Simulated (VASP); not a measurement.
# Lu2AlN3 (P6/mmm) in VASP: notebook

Lu2AlN3 is run at these levels: PBE; tasks: single point, relaxation of cell and atoms.

All numbers are computed with VASP 6.6.1; they aren't measurements. Logs are shortened: lines on timing, memory, paths and dates and some standing lists are left out, and cuts for length are marked.

**1. The cell of the first run**

The structure is hexagonal, space group P6/mmm (No. 191). Conventional cell: a = 4.969 Å, b = 4.969 Å, c = 4.135 Å, α = 90.00°, β = 90.00°, γ = 120.00°. Lu (site symmetry -6m2) has 2 N at 2.07 Å within 2.7 Å. Al (site symmetry 6/mmm) has 2 N at 2.07 Å within 2.7 Å. Within 2.7 Å of N (site symmetry -6m2) lie 2 Lu at 2.07 Å. N (site symmetry 6/mmm) has 2 Al at 2.07 Å within 2.7 Å.

**2. Single point, PBE**

Contents of INCAR:

```
ALGO = Normal
EDIFF = 1E-6
ENCUT = 520
GGA = PE
ISIF = 2
ISMEAR = 0
LASPH = True
LCHARG = False
LREAL = False
LWAVE = False
NBANDS = 43
NELM = 100
PREC = Accurate
SIGMA = 0.1
```

Contents of KPOINTS:

```
k-points
0
Gamma
  6 6 4
```

Contents of POSCAR:

```
Lu2AlN3
1.0
    4.9688183067      0.0000000000      0.0000000000
   -2.4844091533      4.3031228804      0.0000000000
    0.0000000000      0.0000000000      4.1352550935
Lu Al N
2 1 3
Direct
    0.3333333333      0.6666666667      0.5000000000
    0.6666666667      0.3333333333      0.5000000000
    0.0000000000      0.0000000000      0.0000000000
    0.3333333333      0.6666666667      0.0000000000
    0.6666666667      0.3333333333      0.0000000000
    0.0000000000      0.0000000000      0.5000000000
```

Potentials or basis: VASP PAW PBE potentials, release 64 (Lu, Al, N).

The run is started by

```console
$ cat potpaw_PBE.64/Lu/POTCAR potpaw_PBE.64/Al/POTCAR potpaw_PBE.64/N/POTCAR > POTCAR
$ mpirun -np 1 vasp_std > vasp.out
```

OUTCAR:

```text
EDIFF = 1E-6
   ENCUT = 520
   GGA = PE
   ISIF = 2
   ISMEAR = 0
   LASPH = True
   LREAL = False
   NELM = 100
   PREC = Accurate

 ion  position               nearest neighbor table
   1  0.333  0.667  0.500-   4 2.07   4 2.07   2 2.87   2 2.87   2 2.87   3 3.54   3 3.54   3 3.54
                             3 3.54   3 3.54   3 3.54
   2  0.667  0.333  0.500-   5 2.07   5 2.07   1 2.87   1 2.87   1 2.87   3 3.54   3 3.54   3 3.54
                             3 3.54   3 3.54   3 3.54
   3  0.000  0.000  0.000-   6 2.07   6 2.07   1 3.54   1 3.54   2 3.54   2 3.54   1 3.54   1 3.54
                             2 3.54   2 3.54   2 3.54   2 3.54   1 3.54   1 3.54
   4  0.333  0.667  0.000-   1 2.07   1 2.07
   5  0.667  0.333  0.000-   2 2.07   2 2.07
   6  0.000  0.000  0.500-   3 2.07   3 2.07

  LATTYP: Found a hexagonal cell.
 ALAT       =     4.9688183067
 C/A-ratio  =     0.8322411564

  Lattice vectors:

 A1 = (   4.9688183067,   0.0000000000,   0.0000000000)
 A2 = (  -2.4844091533,   4.3031228804,   0.0000000000)
 A3 = (   0.0000000000,   0.0000000000,   4.1352550935)

Analysis of symmetry for initial positions (statically):
=====================================================================
 Subroutine PRICEL returns:
 Original cell was already a primitive cell.

 Routine SETGRP: Setting up the symmetry group for a
 hexagonal supercell.

 Subroutine GETGRP returns: Found 24 space group operations
 (whereof 24 operations were pure point group operations)
 out of a pool of 24 trial point group operations.

The static configuration has the point symmetry D_6h.

Analysis of symmetry for dynamics (positions and initial velocities):
=====================================================================
 Subroutine PRICEL returns:
 Original cell was already a primitive cell.

 Routine SETGRP: Setting up the symmetry group for a
 hexagonal supercell.

 Subroutine GETGRP returns: Found 24 space group operations
 (whereof 24 operations were pure point group operations)
 out of a pool of 24 trial point group operations.

The dynamic configuration has the point symmetry D_6h.

 Subroutine INISYM returns: Found 24 space group operations
 (whereof 24 operations are pure point group operations),
 and found     1 'primitive' translations

----------------------------------------------------------------------------------------

                                     Primitive cell

  volume of cell :      88.4177

  direct lattice vectors                    reciprocal lattice vectors
     4.968818307  0.000000000  0.000000000     0.201255095  0.116194683  0.000000000
    -2.484409153  4.303122880  0.000000000     0.000000000  0.232389366  0.000000000
     0.000000000  0.000000000  4.135255093     0.000000000  0.000000000  0.241823050

  length of vectors
     4.968818307  4.968818307  4.135255093     0.232389366  0.232389366  0.241823050

  position of ions in fractional coordinates (direct lattice)
     0.333333333  0.666666667  0.500000000
     0.666666667  0.333333333  0.500000000
     0.000000000  0.000000000  0.000000000
     0.333333333  0.666666667  0.000000000
     0.666666667  0.333333333  0.000000000
     0.000000000  0.000000000  0.500000000

  ion indices of the primitive-cell ions
   primitive index   ion index
                 1           1
                 2           2
                 3           3
                 4           4
                 5           5
                 6           6

----------------------------------------------------------------------------------------

 KPOINTS: k-points

Automatic generation of k-mesh.
 Grid dimensions read from file:
 generate k-points for:    6    6    4

 Generating k-lattice:

  Cartesian coordinates                     Fractional coordinates (reciprocal lattice)
     0.033542516  0.019365781  0.000000000     0.166666667  0.000000000  0.000000000
     0.000000000  0.038731561  0.000000000     0.000000000  0.166666667  0.000000000
     0.000000000  0.000000000  0.060455763     0.000000000  0.000000000  0.250000000

  Length of vectors
     0.038731561  0.038731561  0.060455763

  Shift w.r.t. Gamma in fractional coordinates (k-lattice)
     0.000000000  0.000000000  0.000000000

 Subroutine IBZKPT returns following result:
 ===========================================

 Found     21 irreducible k-points:

 Following reciprocal coordinates:
            Coordinates               Weight
  0.000000  0.000000  0.000000      1.000000
  0.166667 -0.000000  0.000000      6.000000
  0.333333 -0.000000  0.000000      6.000000
  0.500000 -0.000000  0.000000      3.000000
  0.166667  0.166667  0.000000      6.000000
  0.333333  0.166667  0.000000     12.000000
[... 13 lines left out ...]
  0.333333  0.166667  0.500000     12.000000
  0.333333  0.333333  0.500000      2.000000
   k-points           NKPTS =     21   k-points in BZ     NKDIM =     21   number of bands    NBANDS=     43
   number of dos      NEDOS =    301   number of ions     NIONS =      6
   total plane-waves  NPLWV =  51200
   dimension x,y,z NGX =    40 NGY =   40 NGZ =   32
   dimension x,y,z NGXF=    80 NGYF=   80 NGZF=   64
   ions per type =               2   1   3
   NGX,Y,Z   is equivalent  to a cutoff of  13.38, 13.38, 12.86 a.u.
   NGXF,Y,Z  is equivalent  to a cutoff of  26.77, 26.77, 25.73 a.u.
 SYSTEM =  unknown system
   PREC   = accura    normal or accurate (medium, high low for compatibility)
   ISTART =      0    job   : 0-new  1-cont  2-samecut
   ICHARG =      2    charge: 1-file 2-atom 10-const
   ISPIN  =      1    spin polarized calculation?
   LNONCOLLINEAR =      F non collinear calculations
   LSORBIT =      F    spin-orbit coupling
   LASPH  =      T    aspherical Exc in radial PAW
   ENCUT  =  520.0 eV  38.22 Ry    6.18 a.u.   9.24  9.24  7.69*2*pi/ulx,y,z
   NELM   =    100;   NELMIN=  2; NELMDL= -5     # of ELM steps
   EDIFF  = 0.1E-05   stopping-criterion for ELM
   LREAL  =      F    real-space projection
   EDIFFG = 0.1E-04   stopping-criterion for IOM
   NSW    =      0    number of steps for IOM
   IBRION =     -1    ionic relax: 0-MD 1-quasi-New 2-CG
   NFREE  =      0    steps in history (QN), initial steepest desc. (CG)
   ISIF   =      2    stress and relaxation
   ISYM   =      2    0-nonsym 1-usesym 2-fastsym
   POTIM  = 0.5000    time-step for ionic-motion
   TEBEG  =    0.0;   TEEND  =   0.0 temperature during run
   PSTRESS=    0.0 pullay stress
   NELECT =      68.0000    total number of electrons
   NUPDOWN=      -1.0000    fix difference up-down
   EMIN   =  10.00;   EMAX   =-10.00  energy-range for DOS
   EFERMI =   0.00;   METHOD = LEGACY
   ISMEAR =     0;   SIGMA  =   0.10  broadening in eV -4-tet -1-fermi 0-gaus
   EFERMI_NEDOS =   21; number of points for ismear=-14 and -15
   IALGO  =     38    algorithm
   IMIX   =      4    mixing-type and parameters
     AMIX     =   0.40;   BMIX     =  1.00
     AMIX_MAG =   1.60;   BMIX_MAG =  1.00
  volume/ion in A,a.u.               =      14.74        99.45
  Fermi-wavevector in a.u.,A,eV,Ry     =   1.499908  2.834416 30.609371  2.249725
  Thomas-Fermi vector in A             =   2.611477
   LORBIT       =      0    0 simple, 1 ext, 2 COOP (PROOUT), +10 PAW based schemes
   GGA     = PE    functional components
   LHFCALC =     F    Hartree Fock is set to
   AEXX    =    0.0000 exact exchange contribution
   IVDW    =     0    specifies the selected vdW correction
   LEPSILON=     F    determine dielectric tensor
   LRPA    =     F    only Hartree local field effects (RPA)
 non-spin polarized calculation
 Gauss-broadening in eV      SIGMA  =   0.10
  energy-cutoff  :      520.00
  volume of cell :       88.42
 maximum number of plane-waves:      2404
 NGX is ok and might be reduce to    40
   NGX = 19   NGY = 19   NGZ = 15

 number of electron      68.0000003 magnetization

 Free energy of the ion-electron system (eV)
  ---------------------------------------------------
  ext. energy  EPLUGINS =         0.00000000
  ---------------------------------------------------
  free energy    TOTEN  =       -35.51891817 eV

  energy without entropy =      -35.50219937  energy(sigma->0) =      -35.51055877

 E-fermi :   4.3222     XC(G=0): -11.2323

 val. band max:        4.2689085264   @ k =   0.3333   0.3333   0.2500
 cond. band min:       4.3533777359   @ k =   0.5000  -0.0000   0.0000
 fundamental gap:      0.0844692095
 Fermi energy:         4.3221621666

 k-point     1 :       0.0000    0.0000    0.0000
  band No.  band energies     occupation
      1     -51.9232      2.00000
      2     -51.7655      2.00000
      3     -23.3092      2.00000
      4     -23.3092      2.00000
      5     -22.4132      2.00000
      6     -22.4104      2.00000
[... 35 lines left out ...]
     42       8.2607      0.00000
     43       8.9565      0.00000

 k-point     2 :       0.1667   -0.0000    0.0000
  band No.  band energies     occupation
      1     -51.9140      2.00000
      2     -51.7749      2.00000
      3     -23.3309      2.00000
      4     -23.2691      2.00000
      5     -22.4573      2.00000
      6     -22.3982      2.00000
[... 35 lines left out ...]
     42       8.6963      0.00000
     43       8.8269      0.00000

 k-point     3 :       0.3333   -0.0000    0.0000
  band No.  band energies     occupation
      1     -51.8902      2.00000
      2     -51.7991      2.00000
      3     -23.3711      2.00000
      4     -23.1735      2.00000
      5     -22.5660      2.00000
      6     -22.3594      2.00000
[... 35 lines left out ...]
     42       8.9890      0.00000
     43       9.1110      0.00000

 k-point     4 :       0.5000   -0.0000    0.0000
  band No.  band energies     occupation
      1     -51.8711      2.00000
      2     -51.8185      2.00000
      3     -23.3899      2.00000
      4     -23.1116      2.00000
      5     -22.6341      2.00000
      6     -22.3281      2.00000
[... 725 lines left out ...]
     42       9.7759      0.00000
     43       9.8175      0.00000

 k-point    20 :       0.3333    0.1667    0.5000
  band No.  band energies     occupation
      1     -51.8700      2.00000
      2     -51.8174      2.00000
      3     -23.4019      2.00000
      4     -23.0525      2.00000
      5     -22.6743      2.00000
      6     -22.4840      2.00000
[... 35 lines left out ...]
     42       9.7918      0.00000
     43       9.8943      0.00000

 k-point    21 :       0.3333    0.3333    0.5000
  band No.  band energies     occupation
      1     -51.8437      2.00000
      2     -51.8437      2.00000
      3     -23.4282      2.00000
      4     -22.8636      2.00000
      5     -22.8636      2.00000
      6     -22.4356      2.00000
[... 35 lines left out ...]
     42       9.7508      0.00000
     43      10.5844      0.00000

------------------------ aborting loop because EDIFF is reached ----------------------------------------

  FORCE on cell =-STRESS in cart. coord.  units (eV):
  Direction    XX          YY          ZZ          XY          YZ          ZX
  --------------------------------------------------------------------------------------
  -------------------------------------------------------------------------------------
  Total        0.0853721      0.0853721      0.8732547      0.0000000      0.0000000     -0.0000000
  in kB        1.5469899      1.5469899     15.8238570      0.0000000      0.0000000     -0.0000000
  external PRESSURE =       6.3059456 kB  Pullay stress =       0.0000000 kB

 VOLUME and BASIS-vectors are now :
 -----------------------------------------------------------------------------
  energy-cutoff  :      520.00
  volume of cell :       88.42
      direct lattice vectors                 reciprocal lattice vectors
     4.968818307  0.000000000  0.000000000     0.201255095  0.116194683  0.000000000
    -2.484409153  4.303122880  0.000000000     0.000000000  0.232389366  0.000000000
     0.000000000  0.000000000  4.135255093     0.000000000  0.000000000  0.241823050

 POSITION                                       TOTAL-FORCE (eV/Angst)
 -----------------------------------------------------------------------------------
     -0.00000      2.86875      2.06763         0.000000     -0.000000     -0.000000
      2.48441      1.43437      2.06763        -0.000000      0.000000      0.000000
      0.00000      0.00000      0.00000        -0.000000     -0.000000      0.000000
     -0.00000      2.86875      0.00000         0.000000     -0.000000      0.000000
      2.48441      1.43437      0.00000        -0.000000     -0.000000      0.000000
      0.00000      0.00000      2.06763        -0.000000     -0.000000      0.000000
 -----------------------------------------------------------------------------------
    total drift:                               -0.000000     -0.000000      0.000000

  FREE ENERGIE OF THE ION-ELECTRON SYSTEM (eV)
  ---------------------------------------------------
  free  energy   TOTEN  =       -35.5189181686 eV

  energy  without entropy=      -35.5021993713  energy(sigma->0) =      -35.51055877
```

It took 81 s on 1 thread of AMD EPYC 9R45 (Zen 5), shared host; peak memory 0.23 GiB.

Results:

| Property | Result |
| --- | --- |
| Free energy | -35.5189 eV |
| Pressure | 0.6 GPa |
| Band gap on the k mesh | zero (band 34 reaches 4.61 eV, above the bottom of band 35 at 3.17 eV) |

Stress tensor (GPa, compression positive):
```
0.15 0.00 0.00
0.00 0.15 0.00
0.00 0.00 1.58
```

Levels at points of the mesh, in eV from the Fermi level:
| k point | band 32 | band 33 | band 34 | band 35 | band 36 | band 37 |
| --- | --- | --- | --- | --- | --- | --- |
| (0.00, 0.00, 0.00) | -0.41 | -0.41 | -0.23 | 0.42 | 0.60 | 1.73 |
| (0.50, 0.00, 0.00) | -0.47 | -0.28 | 0.03 | 0.15 | 0.98 | 1.52 |
| (0.00, 0.00, 0.50) | -3.54 | -2.25 | -2.25 | -0.92 | 2.21 | 2.21 |
| (0.50, 0.00, 0.50) | -2.54 | -1.92 | -0.88 | -0.18 | 1.35 | 2.01 |

Caveat: the k points lie up to 0.38 Å⁻¹ apart; spin-orbit coupling is left out, which moves the levels of the heavy elements.

(Part 1 of 3 ends here.)
